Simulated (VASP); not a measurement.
Here is a VASP 6.6.1 calculation.

INCAR

```
ALGO = Normal
EDIFF = 1E-6
ENCUT = 520
GGA = PE
ISIF = 2
ISMEAR = 0
LASPH = T
LCHARG = F
LREAL = F
LWAVE = F
NBANDS = 39
NELM = 60
PREC = Accurate
SIGMA = 0.1
```

File KPOINTS:

```
k-points
0
Gamma
  4 4 4
```

POSCAR

```
Ti4W
1.0
   -2.8596734700      2.8596734700      2.8596734700
    2.8596734700     -2.8596734700      2.8596734700
    2.8596734700      2.8596734700     -2.8596734700
Ti W
4 1
Direct
    0.3495999900      0.3495999900      0.3495999900
    0.6504000100      0.0000000000      0.0000000000
    0.0000000000      0.0000000000      0.6504000100
    0.0000000000      0.6504000100      0.0000000000
    0.0000000000      0.0000000000      0.0000000000
```

Potentials or basis: VASP PAW PBE potentials, release 64 (Ti_sv, W_sv).

Launch:

```console
$ cat potpaw_PBE.64/Ti_sv/POTCAR potpaw_PBE.64/W_sv/POTCAR > POTCAR
$ mpirun -np 1 vasp_std > vasp.out
```

Problem. Predict the largest force.

Solution. 27.744 eV/Å.

Problem. Predict the pressure.

Solution. 101.3 GPa.

Forces on the atoms (eV/Å):
```
Ti   16.018  16.018  16.018
Ti   16.018 -16.018 -16.018
Ti  -16.018 -16.018  16.018
Ti  -16.018  16.018 -16.018
W     0.000   0.000   0.000
```

Caveat: the k points lie up to 0.39 Å⁻¹ apart; forces of over 1 eV/Å act on the atoms, so gaps and moduli don't describe the material at rest.
